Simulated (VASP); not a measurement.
# BeS (I-4m2) in VASP: a series of runs

Runs on BeS. Level: PBEsol. Tasks: single point.

Program: VASP 6.6.1. These are calculated values, not measurements. Logs are shortened: lines on timing, memory, paths and dates and some standing lists are left out, and cuts for length are marked.

### 1 The cell of the first run

It takes space group I-4m2 (No. 119, tetragonal). Conventional cell: a = 3.523 Å, b = 3.523 Å, c = 4.751 Å, α = 90.00°, β = 90.00°, γ = 90.00°. Be (site symmetry -4m2) has 4 S at 2.12 Å within 2.8 Å. S (site symmetry -4m2) has 4 Be at 2.12 Å within 2.8 Å.

### 2 Single point, PBEsol (biaxial strain in the a-b plane: +3.0 %)

INCAR

```
ALGO = Normal ; EDIFF = 1E-6
ENCUT = 520 ; GGA = PS
ISIF = 2 ; ISMEAR = 0
LASPH = T ; LCHARG = T
LELF = T ; LREAL = F
LVHAR = T ; LWAVE = F
NBANDS = 16 ; NELM = 80
PREC = Accurate ; SIGMA = 0.02
```

KPOINTS

```
k-points
0
Gamma
  8 8 6
```

POSCAR

```
BeS
1.0
    2.4914194276      2.4914194276      0.0000000000
   -2.4914194276      2.4914194276      0.0000000000
    0.0000000000      0.0000000000      4.7506288891
Be S
2 2
Direct
    0.0000000000      0.0000000000      0.0000000000
    0.5000000000      0.5000000000      0.5000000000
    0.5000000000      0.0000000000      0.2500000000
    0.0000000000      0.5000000000      0.7500000000
```

Potentials or basis: VASP PAW PBE potentials, release 64 (Be, S).

Launch:

```bash
$ cat potpaw_PBE.64/Be/POTCAR potpaw_PBE.64/S/POTCAR > POTCAR
$ mpirun -np 1 vasp_std > vasp.out
```

OUTCAR:

```text
EDIFF = 1E-6
   ENCUT = 520
   GGA = PS
   ISIF = 2
   ISMEAR = 0
   LASPH = T
   LREAL = F
   NELM = 80
   PREC = Accurate

 ion  position               nearest neighbor table
   1  0.000  0.000  0.000-   3 2.12   4 2.12   4 2.12   3 2.12
   2  0.500  0.500  0.500-   3 2.12   4 2.12   3 2.12   4 2.12
   3  0.500  0.000  0.250-   1 2.12   2 2.12   2 2.12   1 2.12
   4  0.000  0.500  0.750-   1 2.12   2 2.12   1 2.12   2 2.12

  LATTYP: Found a simple tetragonal cell.
 ALAT       =     3.5233991441
 C/A-ratio  =     1.3483084643

  Lattice vectors:

 A1 = (   2.4914194276,   2.4914194276,   0.0000000000)
 A2 = (  -2.4914194276,   2.4914194276,   0.0000000000)
 A3 = (   0.0000000000,   0.0000000000,   4.7506288891)

Analysis of symmetry for initial positions (statically):
=====================================================================
 Subroutine PRICEL returns following result:

  LATTYP: Found a body centered tetragonal cell.
 ALAT       =     3.5233991441
 C/A-ratio  =     1.3483084643

  Lattice vectors:

 A1 = (   0.0000000000,  -2.4914194276,  -2.3753144445)
 A2 = (   0.0000000000,   2.4914194276,  -2.3753144445)
 A3 = (   2.4914194276,   0.0000000000,   2.3753144445)

   2 primitive cells build up your supercell.

 Routine SETGRP: Setting up the symmetry group for a
 simple tetragonal supercell.

 Subroutine GETGRP returns: Found  8 space group operations
 (whereof  8 operations were pure point group operations)
 out of a pool of 16 trial point group operations.

The static configuration has the point symmetry D_2d.

Analysis of symmetry for dynamics (positions and initial velocities):
=====================================================================
 Subroutine PRICEL returns following result:

  LATTYP: Found a body centered tetragonal cell.
 ALAT       =     3.5233991441
 C/A-ratio  =     1.3483084643

  Lattice vectors:

 A1 = (   0.0000000000,  -2.4914194276,  -2.3753144445)
 A2 = (   0.0000000000,   2.4914194276,  -2.3753144445)
 A3 = (   2.4914194276,   0.0000000000,   2.3753144445)

   2 primitive cells build up your supercell.
[... 102 lines left out ...]
   ISPIN  =      1    spin polarized calculation?
   LNONCOLLINEAR =      F non collinear calculations
   LSORBIT =      F    spin-orbit coupling
   LASPH  =      T    aspherical Exc in radial PAW
   ENCUT  =  520.0 eV  38.22 Ry    6.18 a.u.   6.55  6.55  8.83*2*pi/ulx,y,z
   NELM   =     80;   NELMIN=  2; NELMDL= -5     # of ELM steps
   EDIFF  = 0.1E-05   stopping-criterion for ELM
   LREAL  =      F    real-space projection
   EDIFFG = 0.1E-04   stopping-criterion for IOM
   NSW    =      0    number of steps for IOM
   IBRION =     -1    ionic relax: 0-MD 1-quasi-New 2-CG
   NFREE  =      0    steps in history (QN), initial steepest desc. (CG)
   ISIF   =      2    stress and relaxation
   ISYM   =      2    0-nonsym 1-usesym 2-fastsym
   POTIM  = 0.5000    time-step for ionic-motion
   TEBEG  =    0.0;   TEEND  =   0.0 temperature during run
   PSTRESS=    0.0 pullay stress
   NELECT =      16.0000    total number of electrons
   NUPDOWN=      -1.0000    fix difference up-down
   EMIN   =  10.00;   EMAX   =-10.00  energy-range for DOS
   EFERMI =   0.00;   METHOD = LEGACY
   ISMEAR =     0;   SIGMA  =   0.02  broadening in eV -4-tet -1-fermi 0-gaus
   EFERMI_NEDOS =   21; number of points for ismear=-14 and -15
   IALGO  =     38    algorithm
   IMIX   =      4    mixing-type and parameters
     AMIX     =   0.40;   BMIX     =  1.00
     AMIX_MAG =   1.60;   BMIX_MAG =  1.00
  volume/ion in A,a.u.               =      14.74        99.50
  Fermi-wavevector in a.u.,A,eV,Ry     =   1.059798  2.002728 15.281689  1.123172
  Thomas-Fermi vector in A             =   2.195157
   LORBIT       =      0    0 simple, 1 ext, 2 COOP (PROOUT), +10 PAW based schemes
   GGA     = PS    functional components
   LHFCALC =     F    Hartree Fock is set to
   AEXX    =    0.0000 exact exchange contribution
   IVDW    =     0    specifies the selected vdW correction
   LEPSILON=     F    determine dielectric tensor
   LRPA    =     F    only Hartree local field effects (RPA)
 non-spin polarized calculation
 Gauss-broadening in eV      SIGMA  =   0.02
  energy-cutoff  :      520.00
  volume of cell :       58.98
 maximum number of plane-waves:      1610
 NGX is ok and might be reduce to    28
   NGX = 13   NGY = 13   NGZ = 17

 number of electron      15.9999999 magnetization

 Free energy of the ion-electron system (eV)
  ---------------------------------------------------
  ext. energy  EPLUGINS =         0.00000000
  ---------------------------------------------------
  free energy    TOTEN  =       -21.07917313 eV

  energy without entropy =      -21.07917313  energy(sigma->0) =      -21.07917313

 E-fermi :   4.0642     XC(G=0):  -9.7675

 val. band max:        3.9568637464   @ k =   0.0000   0.0000   0.0000
 cond. band min:       6.5865952437   @ k =   0.0000   0.0000   0.0000
 fundamental gap:      2.6297314973
 Fermi energy:         4.0641882834

 k-point     1 :       0.0000    0.0000    0.0000
  band No.  band energies     occupation
      1      -9.6882      2.00000
      2      -7.4876      2.00000
      3      -0.8729      2.00000
      4       1.0103      2.00000
      5       1.0103      2.00000
      6       3.7324      2.00000
[... 433 lines left out ...]
      3      -0.8914      2.00000
      4      -0.8914      2.00000
      5       1.4873      2.00000
      6       1.4873      2.00000
[... 8 lines left out ...]
     15      12.9606      0.00000
     16      12.9606      0.00000

 [... further k-points ...]

------------------------ aborting loop because EDIFF is reached ----------------------------------------

  FORCE on cell =-STRESS in cart. coord.  units (eV):
  Direction    XX          YY          ZZ          XY          YZ          ZX
  --------------------------------------------------------------------------------------
  -------------------------------------------------------------------------------------
  Total       -1.8023934     -1.8023934     -0.3153693      0.0000000     -0.0000000      0.0000000
  in kB      -48.9649577    -48.9649577     -8.5675213      0.0000000     -0.0000000      0.0000000
  external PRESSURE =     -35.4991456 kB  Pullay stress =       0.0000000 kB

 VOLUME and BASIS-vectors are now :
 -----------------------------------------------------------------------------
  energy-cutoff  :      520.00
  volume of cell :       58.98
      direct lattice vectors                 reciprocal lattice vectors
     2.491419428  2.491419428  0.000000000     0.200688810  0.200688810  0.000000000
    -2.491419428  2.491419428  0.000000000    -0.200688810  0.200688810  0.000000000
     0.000000000  0.000000000  4.750628889     0.000000000  0.000000000  0.210498446

 POSITION                                       TOTAL-FORCE (eV/Angst)
 -----------------------------------------------------------------------------------
      0.00000      0.00000      0.00000        -0.000000     -0.000000     -0.000000
      0.00000      2.49142      2.37531         0.000000      0.000000     -0.000000
      1.24571      1.24571      1.18766        -0.000000      0.000000     -0.000000
     -1.24571      1.24571      3.56297         0.000000      0.000000      0.000000
 -----------------------------------------------------------------------------------
    total drift:                                0.000000     -0.000000      0.000000

  FREE ENERGIE OF THE ION-ELECTRON SYSTEM (eV)
  ---------------------------------------------------
  free  energy   TOTEN  =       -21.0791731284 eV

  energy  without entropy=      -21.0791731284  energy(sigma->0) =      -21.07917313
```

OSZICAR:

```text
N       E                     dE             d eps       ncg     rms          rms(c)
DAV:   1     0.522185752913E+02    0.52219E+02   -0.68235E+03  1920   0.867E+02
DAV:   2    -0.171261650945E+02   -0.69345E+02   -0.63629E+02  2840   0.155E+02
DAV:   3    -0.213691303939E+02   -0.42430E+01   -0.42215E+01  2704   0.417E+01
DAV:   4    -0.214169439968E+02   -0.47814E-01   -0.47801E-01  2408   0.534E+00
DAV:   5    -0.214178420868E+02   -0.89809E-03   -0.89803E-03  2728   0.747E-01    0.722E+00
DAV:   6    -0.211623344378E+02    0.25551E+00   -0.17716E-01  2104   0.209E+00    0.478E+00
DAV:   7    -0.210796853536E+02    0.82649E-01   -0.19045E-01  2320   0.227E+00    0.927E-01
DAV:   8    -0.210791066142E+02    0.57874E-03   -0.12499E-02  2512   0.637E-01    0.137E-01
DAV:   9    -0.210791390241E+02   -0.32410E-04   -0.69213E-04  2400   0.170E-01    0.464E-02
DAV:  10    -0.210791599477E+02   -0.20924E-04   -0.34522E-05  2640   0.343E-02    0.163E-02
DAV:  11    -0.210791729345E+02   -0.12987E-04   -0.14315E-05  2184   0.246E-02    0.805E-03
DAV:  12    -0.210791731284E+02   -0.19391E-06   -0.27065E-07  1808   0.354E-03
   1 F= -.21079173E+02 E0= -.21079173E+02  d E =-.916242E-17
```

Wall time 34 s (1 thread of Intel Xeon Platinum 8375C at 2.90GHz (Ice Lake), shared host); peak memory 0.19 GiB.

Results:

```yaml
Free_energy: -21.0792 eV
Pressure: -3.5 GPa
Band_gap_on_the_k_mesh: 2.63 eV
```

Stress tensor (GPa, compression positive):
```
-4.90  0.00  0.00
 0.00 -4.90  0.00
 0.00  0.00 -0.86
```

Caveat: the cell differs from its parent crystal (biaxial strain in the a-b plane: +3.0 %); the PAW data sets were made with another functional, which shifts forces and pressure a little. A k mesh can miss the band edges.

### 3 Single point, PBEsol (biaxial strain in the a-b plane: +4.5 %, then relaxed in part)

INCAR

```
PREC = Accurate
ENCUT = 520
EDIFF = 1E-6
ISMEAR = 0
SIGMA = 0.02
LREAL = False
LASPH = True
NELM = 100
ALGO = Normal
ISIF = 2
LWAVE = False
LCHARG = False
GGA = PS
NBANDS = 16
```

KPOINTS

```
regular mesh
0
Gamma
  8 8 6
```

POSCAR

```
BeS
1.0
    2.5277022348      2.5277022348      0.0000000000
   -2.5277022348      2.5277022348      0.0000000000
    0.0000000000      0.0000000000      4.6516486833
Be S
2 2
Direct
    0.0000000000      0.0000000000      0.0000000000
    0.5000000000      0.5000000000      0.5000000000
    0.5000000000      0.0000000000      0.2500000000
    0.0000000000      0.5000000000      0.7500000000
```

Potentials or basis: VASP PAW PBE potentials, release 64 (Be, S).

Launch:

```bash
$ cat potpaw_PBE.64/Be/POTCAR potpaw_PBE.64/S/POTCAR > POTCAR
$ mpirun -np 1 vasp_std > vasp.out
```

OUTCAR:

```text
PREC = Accurate
   ENCUT = 520
   EDIFF = 1E-6
   ISMEAR = 0
   LREAL = False
   LASPH = True
   NELM = 100
   ISIF = 2
   GGA = PS

 ion  position               nearest neighbor table
   1  0.000  0.000  0.000-   3 2.13   4 2.13   4 2.13   3 2.13
   2  0.500  0.500  0.500-   3 2.13   4 2.13   3 2.13   4 2.13
   3  0.500  0.000  0.250-   1 2.13   2 2.13   2 2.13   1 2.13
   4  0.000  0.500  0.750-   1 2.13   2 2.13   1 2.13   2 2.13

  LATTYP: Found a simple tetragonal cell.
 ALAT       =     3.5747107821
[... 666 lines left out ...]
     16      13.0235      0.00000

 [... further k-points ...]
[... 5 lines left out ...]
  --------------------------------------------------------------------------------------
  -------------------------------------------------------------------------------------
  Total       -2.3949689     -2.3949689      0.0462636      0.0000000     -0.0000000      0.0000000
  in kB      -64.5537894    -64.5537894      1.2469856      0.0000000     -0.0000000      0.0000000
  external PRESSURE =     -42.6201977 kB  Pullay stress =       0.0000000 kB

 VOLUME and BASIS-vectors are now :
 -----------------------------------------------------------------------------
  energy-cutoff  :      520.00
  volume of cell :       59.44
      direct lattice vectors                 reciprocal lattice vectors
     2.527702235  2.527702235  0.000000000     0.197808109  0.197808109  0.000000000
    -2.527702235  2.527702235  0.000000000    -0.197808109  0.197808109  0.000000000
     0.000000000  0.000000000  4.651648683     0.000000000  0.000000000  0.214977542

 POSITION                                       TOTAL-FORCE (eV/Angst)
 -----------------------------------------------------------------------------------
      0.00000      0.00000      0.00000         0.000000      0.000000     -0.000000
      0.00000      2.52770      2.32582        -0.000000      0.000000     -0.000000
      1.26385      1.26385      1.16291        -0.000000     -0.000000     -0.000000
     -1.26385      1.26385      3.48874        -0.000000     -0.000000      0.000000
 -----------------------------------------------------------------------------------
    total drift:                                0.000000     -0.000000      0.000000

  FREE ENERGIE OF THE ION-ELECTRON SYSTEM (eV)
  ---------------------------------------------------
  free  energy   TOTEN  =       -21.0211537786 eV

  energy  without entropy=      -21.0211537786  energy(sigma->0) =      -21.02115378
```

OSZICAR:

```text
N       E                     dE             d eps       ncg     rms          rms(c)
DAV:   1     0.518135171387E+02    0.51814E+02   -0.67532E+03  1920   0.858E+02
DAV:   2    -0.170609165423E+02   -0.68874E+02   -0.62304E+02  2712   0.156E+02
DAV:   3    -0.213015075729E+02   -0.42406E+01   -0.42173E+01  2760   0.423E+01
DAV:   4    -0.213501933187E+02   -0.48686E-01   -0.48676E-01  2344   0.545E+00
DAV:   5    -0.213511124479E+02   -0.91913E-03   -0.91909E-03  2760   0.759E-01    0.714E+00
DAV:   6    -0.211006310833E+02    0.25048E+00   -0.18083E-01  2112   0.210E+00    0.473E+00
DAV:   7    -0.210216339519E+02    0.78997E-01   -0.18323E-01  2376   0.221E+00    0.966E-01
DAV:   8    -0.210210860866E+02    0.54787E-03   -0.11939E-02  2448   0.624E-01    0.132E-01
DAV:   9    -0.210211173650E+02   -0.31278E-04   -0.69435E-04  2456   0.170E-01    0.420E-02
DAV:  10    -0.210211425384E+02   -0.25173E-04   -0.35154E-05  2600   0.351E-02    0.154E-02
DAV:  11    -0.210211535740E+02   -0.11036E-04   -0.12812E-05  2288   0.233E-02    0.834E-03
DAV:  12    -0.210211537786E+02   -0.20462E-06   -0.29034E-07  1808   0.366E-03
   1 F= -.21021154E+02 E0= -.21021154E+02  d E =-.370176E-14
```

stdout:

```text
POSCAR found type information on POSCAR BeS
 POSCAR found :  2 types and       4 ions
 scaLAPACK will be used
 -----------------------------------------------------------------------------
|                                                                             |
|                                                                             |
|     You enforced a specific xc type in the INCAR file but a different       |
|     I HOPE YOU KNOW WHAT YOU ARE DOING!                                     |
|                                                                             |
 -----------------------------------------------------------------------------

 LDA part: xc-table for (Slater+PW92), standard interpolation
 POSCAR, INCAR and KPOINTS ok, starting setup
 FFT: planning ... GRIDC
 FFT: planning ... GRID_SOFT
 FFT: planning ... GRID
 WAVECAR not read
 entering main loop
```

It took 32 s on 1 thread of Intel Xeon Platinum 8375C at 2.90GHz (Ice Lake), shared host; peak memory 0.19 GiB.

What came out:

| Item | Value |
| --- | --- |
| Free energy | -21.0212 eV |
| Pressure | -4.3 GPa |
| Band gap on the k mesh | 2.41 eV |

Levels at points of the mesh, in eV from the valence-band top:
| k point | band 5 | band 6 | band 7 | band 8 | band 9 | band 10 | band 11 | band 12 |
| --- | --- | --- | --- | --- | --- | --- | --- | --- |
| (0.00, 0.00, 0.00) | -3.18 | -0.36 | -0.36 | 0.00 | 2.41 | 4.08 | 5.09 | 5.36 |
| (0.50, 0.00, 0.00) | -2.95 | -2.95 | -1.68 | -1.68 | 5.00 | 5.00 | 7.48 | 7.48 |
| (0.50, 0.50, 0.00) | -2.60 | -2.60 | -2.47 | -2.47 | 3.00 | 3.00 | 4.89 | 4.89 |
| (0.00, 0.00, 0.50) | -2.07 | -2.07 | -2.07 | -2.07 | 3.93 | 3.93 | 6.17 | 6.17 |
| (0.50, 0.00, 0.50) | -1.56 | -1.56 | -0.89 | -0.89 | 4.72 | 4.72 | 5.90 | 5.90 |
| (0.50, 0.50, 0.50) | -3.94 | -3.94 | -3.50 | -3.50 | 6.67 | 6.67 | 8.53 | 8.53 |

Caveat: the cell differs from its parent crystal (biaxial strain in the a-b plane: +4.5 %, then relaxed in part); the PAW data sets were made with another functional, which shifts forces and pressure a little. A k mesh can miss the band edges.

(Part 1 of 2 ends here.)
